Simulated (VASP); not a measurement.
Crystal: AlN.

```
Al N
1.0
     3.10669    0.00000    0.00000
    -1.55335    2.69048    0.00000
     0.00000    0.00000    4.97859
Al N
2 2
Cartesian
  0.0000 1.7937 -0.0040
  1.5533 0.8968 2.4853
  0.0000 1.7937 1.8958
  1.5533 0.8968 4.3851
```

Program: VASP 6.6.1. Alike in all runs: task single point; no spin polarisation; cell as given; cutoff (eV) 520; smearing gaussian 0.01 eV.

Problem. Order these runs on this cell by their pressure, lowest first.
A. level PBE; potentials or basis VASP PAW PBE potentials, release 64 (Al, N); k mesh 9 × 9 × 4
B. level LDA; potentials or basis VASP PAW LDA potentials, release 64 (Al, N); k mesh 6 × 6 × 4
C. level r2SCAN; potentials or basis VASP PAW PBE potentials, release 64 (Al, N); k mesh 6 × 6 × 4

Solution. B (-3.2 GPa), C (-0.4 GPa), A (4.4 GPa).

Caveats: the PAW data sets were made with another functional, which shifts forces and pressure a little (some runs).
